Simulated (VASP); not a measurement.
# CdTe (F-43m) in VASP: notebook

CdTe is run at these levels: PBEsol; tasks: single point.

Everything below comes from runs of VASP 6.6.1. Logs are shortened: lines on timing, memory, paths and dates and some standing lists are left out, and cuts for length are marked.

## Step 1: The cell of the first run

The structure is cubic, space group F-43m (No. 216). Conventional cell: a = 6.143 Å, b = 6.143 Å, c = 6.143 Å, α = 90.00°, β = 90.00°, γ = 90.00°. Within 3.5 Å of Cd (site symmetry -43m) lie 4 Te at 2.66 Å. Te (site symmetry -43m) has 4 Cd at 2.66 Å within 3.5 Å.

## Step 2: Single point, PBEsol

Contents of INCAR:

```
SYSTEM = CdTe
  ALGO = Normal
  EDIFF = 1E-6
  ENCUT = 500
  GGA = PS
  GGA_COMPAT = .FALSE.
  ISIF = 2
  ISMEAR = 0
  LASPH = .TRUE.
  LCHARG = .FALSE.
  LREAL = .FALSE.
  LWAVE = .FALSE.
  NBANDS = 16
  NELM = 120
  PREC = Accurate
  SIGMA = 0.01
```

Contents of KPOINTS:

```
k-points
0
G
  5 5 5
  0 0 0
```

Contents of POSCAR:

```
CdTe
1.0
    0.0000000000      3.0713001284      3.0713001284
    3.0713001284      0.0000000000      3.0713001284
    3.0713001284      3.0713001284      0.0000000000
Cd Te
1 1
Direct
    0.0000000000      0.0000000000      0.0000000000
    0.2500000000      0.2500000000      0.2500000000
```

Potentials or basis: VASP PAW PBE potentials, release 64 (Cd, Te).

Run with:

```
> cat potpaw_PBE.64/Cd/POTCAR potpaw_PBE.64/Te/POTCAR > POTCAR
> mpirun -np 1 vasp_std > vasp.out
```

OUTCAR:

```text
SYSTEM = CdTe
   EDIFF = 1E-6
   ENCUT = 500
   GGA = PS
   ISIF = 2
   ISMEAR = 0
   LASPH = .TRUE.
   LREAL = .FALSE.
   NELM = 120
   PREC = Accurate

 ion  position               nearest neighbor table
   1  0.000  0.000  0.000-   2 2.66   2 2.66   2 2.66   2 2.66
   2  0.250  0.250  0.250-   1 2.66   1 2.66   1 2.66   1 2.66

  LATTYP: Found a face centered cubic cell.
 ALAT       =     6.1426002568

  Lattice vectors:

 A1 = (   0.0000000000,   3.0713001284,   3.0713001284)
 A2 = (   3.0713001284,   0.0000000000,   3.0713001284)
 A3 = (   3.0713001284,   3.0713001284,   0.0000000000)

Analysis of symmetry for initial positions (statically):
=====================================================================
 Subroutine PRICEL returns:
 Original cell was already a primitive cell.

 Routine SETGRP: Setting up the symmetry group for a
 face centered cubic supercell.

 Subroutine GETGRP returns: Found 24 space group operations
 (whereof 24 operations were pure point group operations)
 out of a pool of 48 trial point group operations.

The static configuration has the point symmetry T_d .

Analysis of symmetry for dynamics (positions and initial velocities):
=====================================================================
 Subroutine PRICEL returns:
 Original cell was already a primitive cell.

 Routine SETGRP: Setting up the symmetry group for a
 face centered cubic supercell.

 Subroutine GETGRP returns: Found 24 space group operations
 (whereof 24 operations were pure point group operations)
 out of a pool of 48 trial point group operations.

The dynamic configuration has the point symmetry T_d .

 Subroutine INISYM returns: Found 24 space group operations
 (whereof 24 operations are pure point group operations),
 and found     1 'primitive' translations

----------------------------------------------------------------------------------------

                                     Primitive cell

  volume of cell :      57.9424

  direct lattice vectors                    reciprocal lattice vectors
     0.000000000  3.071300128  3.071300128    -0.162797506  0.162797506  0.162797506
     3.071300128  0.000000000  3.071300128     0.162797506 -0.162797506  0.162797506
     3.071300128  3.071300128  0.000000000     0.162797506  0.162797506 -0.162797506

  length of vectors
     4.343474296  4.343474296  4.343474296     0.281973551  0.281973551  0.281973551

[... 64 lines left out ...]
   NELM   =    120;   NELMIN=  2; NELMDL= -5     # of ELM steps
   EDIFF  = 0.1E-05   stopping-criterion for ELM
   LREAL  =      F    real-space projection
   EDIFFG = 0.1E-04   stopping-criterion for IOM
   NSW    =      0    number of steps for IOM
   IBRION =     -1    ionic relax: 0-MD 1-quasi-New 2-CG
   NFREE  =      0    steps in history (QN), initial steepest desc. (CG)
   ISIF   =      2    stress and relaxation
   ISYM   =      2    0-nonsym 1-usesym 2-fastsym
   POTIM  = 0.5000    time-step for ionic-motion
   TEBEG  =    0.0;   TEEND  =   0.0 temperature during run
   PSTRESS=    0.0 pullay stress
   NELECT =      18.0000    total number of electrons
   NUPDOWN=      -1.0000    fix difference up-down
   EMIN   =  10.00;   EMAX   =-10.00  energy-range for DOS
   EFERMI =   0.00;   METHOD = LEGACY
   ISMEAR =     0;   SIGMA  =   0.01  broadening in eV -4-tet -1-fermi 0-gaus
   EFERMI_NEDOS =   21; number of points for ismear=-14 and -15
   IALGO  =     38    algorithm
   IMIX   =      4    mixing-type and parameters
     AMIX     =   0.40;   BMIX     =  1.00
     AMIX_MAG =   1.60;   BMIX_MAG =  1.00
  volume/ion in A,a.u.               =      28.97       195.51
  Fermi-wavevector in a.u.,A,eV,Ry     =   1.108749  2.095233 16.725986  1.229325
  Thomas-Fermi vector in A             =   2.245280
   LORBIT       =      0    0 simple, 1 ext, 2 COOP (PROOUT), +10 PAW based schemes
   GGA     = PS    functional components
   LHFCALC =     F    Hartree Fock is set to
   AEXX    =    0.0000 exact exchange contribution
   IVDW    =     0    specifies the selected vdW correction
   LEPSILON=     F    determine dielectric tensor
   LRPA    =     F    only Hartree local field effects (RPA)
 non-spin polarized calculation
 Gauss-broadening in eV      SIGMA  =   0.01
  energy-cutoff  :      500.00
  volume of cell :       57.94
 maximum number of plane-waves:      1479
   NGX = 15   NGY = 15   NGZ = 15

 number of electron      18.0000008 magnetization

 Free energy of the ion-electron system (eV)
  ---------------------------------------------------
  ext. energy  EPLUGINS =         0.00000000
  ---------------------------------------------------
  free energy    TOTEN  =        -5.17011075 eV

  energy without entropy =       -5.17011075  energy(sigma->0) =       -5.17011075

 E-fermi :   3.9505     XC(G=0):  -9.5091

 val. band max:        3.8508953601   @ k =   0.0000   0.0000   0.0000
 cond. band min:       5.0005012875   @ k =   0.0000   0.0000   0.0000
 fundamental gap:      1.1496059274
 Fermi energy:         3.9505094508

 k-point     1 :       0.0000    0.0000    0.0000
  band No.  band energies     occupation
      1      -8.4353      2.00000
      2      -5.1353      2.00000
      3      -5.1353      2.00000
      4      -5.1353      2.00000
      5      -4.7313      2.00000
      6      -4.7313      2.00000
[... 167 lines left out ...]
      3      -4.9541      2.00000
      4      -4.7961      2.00000
      5      -4.7233      2.00000
      6      -4.0524      2.00000
[... 8 lines left out ...]
     15      14.3301      0.00000
     16      16.3488      0.00000

------------------------ aborting loop because EDIFF is reached ----------------------------------------

  FORCE on cell =-STRESS in cart. coord.  units (eV):
  Direction    XX          YY          ZZ          XY          YZ          ZX
  --------------------------------------------------------------------------------------
  -------------------------------------------------------------------------------------
  Total        3.8124135      3.8124135      3.8124135      0.0000000      0.0000000      0.0000000
  in kB      105.4177678    105.4177678    105.4177678      0.0000000      0.0000000      0.0000000
  external PRESSURE =     105.4177678 kB  Pullay stress =       0.0000000 kB

 VOLUME and BASIS-vectors are now :
 -----------------------------------------------------------------------------
  energy-cutoff  :      500.00
  volume of cell :       57.94
      direct lattice vectors                 reciprocal lattice vectors
     0.000000000  3.071300128  3.071300128    -0.162797506  0.162797506  0.162797506
     3.071300128  0.000000000  3.071300128     0.162797506 -0.162797506  0.162797506
     3.071300128  3.071300128  0.000000000     0.162797506  0.162797506 -0.162797506

 POSITION                                       TOTAL-FORCE (eV/Angst)
 -----------------------------------------------------------------------------------
      0.00000      0.00000      0.00000         0.000000      0.000000      0.000000
      1.53565      1.53565      1.53565        -0.000000     -0.000000     -0.000000
 -----------------------------------------------------------------------------------
    total drift:                                0.000000      0.000000      0.000000

  FREE ENERGIE OF THE ION-ELECTRON SYSTEM (eV)
  ---------------------------------------------------
  free  energy   TOTEN  =        -5.1701107479 eV

  energy  without entropy=       -5.1701107479  energy(sigma->0) =       -5.17011075
```

stdout:

```text
POSCAR found type information on POSCAR CdTe
 POSCAR found :  2 types and       2 ions
 scaLAPACK will be used
 -----------------------------------------------------------------------------
|                                                                             |
|                                                                             |
|     You enforced a specific xc type in the INCAR file but a different       |
|     I HOPE YOU KNOW WHAT YOU ARE DOING!                                     |
|                                                                             |
 -----------------------------------------------------------------------------

 LDA part: xc-table for (Slater+PW92), standard interpolation
 POSCAR, INCAR and KPOINTS ok, starting setup
 FFT: planning ... GRIDC
 FFT: planning ... GRID_SOFT
 FFT: planning ... GRID
 WAVECAR not read
 entering main loop
```

Wall time 12 s (1 thread of Intel Xeon 6975P-C, shared host); peak memory 0.18 GiB.

What came out:

| Property | Result |
| --- | --- |
| Free energy | -5.1701 eV |
| Pressure | 10.5 GPa |
| Band gap on the k mesh | 1.15 eV, direct |

Caveat: the PAW data sets were made with another functional, which shifts forces and pressure a little; spin-orbit coupling is left out, which moves the levels of the heavy elements. As with any semilocal functional, this PBEsol gap is likely too small.

## Step 3: Single point, PBEsol

This run uses another cell than the first one, of 30.29 Å³/atom, 1.045 times its volume.

Contents of INCAR:

```
  PREC = Accurate
  ENCUT = 500
  EDIFF = 1E-6
  ISMEAR = 0
  SIGMA = 0.01
  LREAL = False
  LASPH = True
  NELM = 120
  ALGO = Normal
  ISIF = 2
  LWAVE = False
  LCHARG = True
  GGA = PS
  LELF = True
  LVHAR = True
  NBANDS = 16
  GGA_COMPAT = False
```

Contents of KPOINTS:

```
Automatic mesh
0
Gamma
  5 5 5
```

Contents of POSCAR:

```
CdTe
1.0
    0.0000000000      3.1171471880      3.1171471880
    3.1171471880      0.0000000000      3.1171471880
    3.1171471880      3.1171471880      0.0000000000
Cd Te
1 1
Direct
    0.0000000000      0.0000000000      0.0000000000
    0.2500000000      0.2500000000      0.2500000000
```

Potentials or basis: VASP PAW PBE potentials, release 64 (Cd, Te).

Run with:

```
> cat potpaw_PBE.64/Cd/POTCAR potpaw_PBE.64/Te/POTCAR > POTCAR
> mpirun -np 1 vasp_std > vasp.out
```

Run time: 11 s. Hardware: 1 thread of Intel Xeon 6975P-C, shared host; peak memory 0.18 GiB.

The run converged. Its results:

- Free energy: -5.3132 eV
- Pressure: 7.0 GPa
- Band gap on the k mesh: 1.01 eV, direct

Levels at points of the mesh, in eV from the valence-band top:
| k point | band 6 | band 7 | band 8 | band 9 | band 10 | band 11 | band 12 | band 13 |
| --- | --- | --- | --- | --- | --- | --- | --- | --- |
| (0.00, 0.00, 0.00) | -8.39 | 0.00 | 0.00 | 0.00 | 1.01 | 4.43 | 4.43 | 4.43 |

Caveat: the PAW data sets were made with another functional, which shifts forces and pressure a little; spin-orbit coupling is left out, which moves the levels of the heavy elements.

## Step 4: Single point, PBEsol

This run uses another cell than the first one, of 31.60 Å³/atom, 1.091 times its volume.

Contents of INCAR:

```
PREC = Accurate
ENCUT = 500
EDIFF = 1E-6
ISMEAR = 0
SIGMA = 0.01
LREAL = F
LASPH = T
NELM = 120
ALGO = Normal
ISIF = 2
LWAVE = F
LCHARG = T
GGA = PS
LELF = T
LVHAR = T
NBANDS = 16
GGA_COMPAT = F
```

KPOINTS is that of step 3.

Contents of POSCAR:

```
CdTe
1.0
    0.0000000000      3.1616838793      3.1616838793
    3.1616838793      0.0000000000      3.1616838793
    3.1616838793      3.1616838793      0.0000000000
Cd Te
1 1
Direct
    0.0000000000      0.0000000000      0.0000000000
    0.2500000000      0.2500000000      0.2500000000
```

Potentials or basis: VASP PAW PBE potentials, release 64 (Cd, Te).

Run with:

```
> cat potpaw_PBE.64/Cd/POTCAR potpaw_PBE.64/Te/POTCAR > POTCAR
> mpirun -np 1 vasp_std > vasp.out
```

OUTCAR:

```text
PREC = Accurate
   ENCUT = 500
   EDIFF = 1E-6
   ISMEAR = 0
   LREAL = F
   LASPH = T
   NELM = 120
   ISIF = 2
   GGA = PS

 ion  position               nearest neighbor table
   1  0.000  0.000  0.000-   2 2.74   2 2.74   2 2.74   2 2.74
   2  0.250  0.250  0.250-   1 2.74   1 2.74   1 2.74   1 2.74

  LATTYP: Found a face centered cubic cell.
 ALAT       =     6.3233677586

  Lattice vectors:

 A1 = (   0.0000000000,   3.1616838793,   3.1616838793)
 A2 = (   3.1616838793,   0.0000000000,   3.1616838793)
 A3 = (   3.1616838793,   3.1616838793,   0.0000000000)

Analysis of symmetry for initial positions (statically):
=====================================================================
 Subroutine PRICEL returns:
 Original cell was already a primitive cell.

 Routine SETGRP: Setting up the symmetry group for a
 face centered cubic supercell.

 Subroutine GETGRP returns: Found 24 space group operations
 (whereof 24 operations were pure point group operations)
 out of a pool of 48 trial point group operations.

The static configuration has the point symmetry T_d .

Analysis of symmetry for dynamics (positions and initial velocities):
[... 144 lines left out ...]

 E-fermi :   2.9746     XC(G=0):  -9.1084

 val. band max:        2.9268026894   @ k =   0.0000   0.0000   0.0000
 cond. band min:       3.8070937100   @ k =   0.0000   0.0000   0.0000
 fundamental gap:      0.8802910206
 Fermi energy:         2.9746039544

 k-point     1 :       0.0000    0.0000    0.0000
  band No.  band energies     occupation
      1      -8.7399      2.00000
      2      -5.6310      2.00000
      3      -5.6310      2.00000
      4      -5.6310      2.00000
      5      -5.3075      2.00000
      6      -5.3075      2.00000
[... 167 lines left out ...]
      3      -5.4850      2.00000
      4      -5.3559      2.00000
      5      -5.2992      2.00000
      6      -4.7430      2.00000
[... 8 lines left out ...]
     15      13.1632      0.00000
     16      15.1697      0.00000

------------------------ aborting loop because EDIFF is reached ----------------------------------------

  FORCE on cell =-STRESS in cart. coord.  units (eV):
  Direction    XX          YY          ZZ          XY          YZ          ZX
  --------------------------------------------------------------------------------------
  -------------------------------------------------------------------------------------
  Total        1.6490245      1.6490245      1.6490245     -0.0000000      0.0000000      0.0000000
  in kB       41.7976979     41.7976979     41.7976979     -0.0000000      0.0000000      0.0000000
  external PRESSURE =      41.7976979 kB  Pullay stress =       0.0000000 kB

 VOLUME and BASIS-vectors are now :
 -----------------------------------------------------------------------------
  energy-cutoff  :      500.00
  volume of cell :       63.21
      direct lattice vectors                 reciprocal lattice vectors
     0.000000000  3.161683879  3.161683879    -0.158143578  0.158143578  0.158143578
     3.161683879  0.000000000  3.161683879     0.158143578 -0.158143578  0.158143578
     3.161683879  3.161683879  0.000000000     0.158143578  0.158143578 -0.158143578

 POSITION                                       TOTAL-FORCE (eV/Angst)
 -----------------------------------------------------------------------------------
      0.00000      0.00000      0.00000        -0.000000     -0.000000     -0.000000
      1.58084      1.58084      1.58084         0.000000      0.000000      0.000000
 -----------------------------------------------------------------------------------
    total drift:                                0.000000      0.000000      0.000000

  FREE ENERGIE OF THE ION-ELECTRON SYSTEM (eV)
  ---------------------------------------------------
  free  energy   TOTEN  =        -5.4043399353 eV

  energy  without entropy=       -5.4043399353  energy(sigma->0) =       -5.40433994
```

OSZICAR:

```text
N       E                     dE             d eps       ncg     rms          rms(c)
DAV:   1     0.992464376410E+02    0.99246E+02   -0.82178E+03   328   0.951E+02
DAV:   2    -0.222768232332E+01   -0.10147E+03   -0.97126E+02   368   0.236E+02
DAV:   3    -0.563585585025E+01   -0.34082E+01   -0.34035E+01   392   0.451E+01
DAV:   4    -0.566697741745E+01   -0.31122E-01   -0.31120E-01   504   0.378E+00
DAV:   5    -0.566703433945E+01   -0.56922E-04   -0.56922E-04   392   0.157E-01    0.638E+00
DAV:   6    -0.542500669699E+01    0.24203E+00   -0.44178E-01   392   0.892E+00    0.515E+00
DAV:   7    -0.540517160361E+01    0.19835E-01   -0.11301E-01   360   0.228E+00    0.200E+00
DAV:   8    -0.540431043386E+01    0.86117E-03   -0.11791E-02   352   0.126E+00    0.531E-01
DAV:   9    -0.540429456238E+01    0.15871E-04   -0.75021E-04   360   0.316E-01    0.146E-01
DAV:  10    -0.540432168071E+01   -0.27118E-04   -0.11024E-04   376   0.927E-02    0.580E-02
DAV:  11    -0.540434256457E+01   -0.20884E-04   -0.48663E-05   368   0.513E-02    0.427E-02
DAV:  12    -0.540434034200E+01    0.22226E-05   -0.44514E-06   360   0.185E-02    0.216E-02
DAV:  13    -0.540433993533E+01    0.40667E-06   -0.13166E-06   328   0.572E-03
   1 F= -.54043399E+01 E0= -.54043399E+01  d E =-.161497E-13
```

It took 18 s on 1 thread of Intel Xeon 6975P-C, shared host; peak memory 0.2 GiB.

What came out:

```
Free energy            : -5.4043 eV
Pressure               : 4.2 GPa
Band gap on the k mesh : 0.88 eV, direct
```

Caveat: the PAW data sets were made with another functional, which shifts forces and pressure a little; spin-orbit coupling is left out, which moves the levels of the heavy elements. Expect the measured gap to be larger: semilocal functionals such as PBEsol lack the derivative discontinuity.

## Step 5: Summary

| cell | gap on the mesh (eV) | pressure (GPa) |
| --- | --- | --- |
| a = 4.343 Å, angles 60.0°, 2 atoms | 1.15 | 10.5 |
| a = 4.408 Å, angles 60.0°, 2 atoms | 1.01 | 7.0 |
| a = 4.471 Å, angles 60.0°, 2 atoms | 0.88 | 4.2 |

Alike in all rows: task single point; level PBEsol; potentials or basis VASP PAW PBE potentials, release 64 (Cd, Te); no spin polarisation; k mesh 5 × 5 × 5; cutoff (eV) 500; smearing gaussian 0.01 eV.

Caveats: the PAW data sets were made with another functional, which shifts forces and pressure a little; spin-orbit coupling is left out, which moves the levels of the heavy elements.

Total energies depend on the potentials used, so only differences within one code and one set of settings carry meaning.
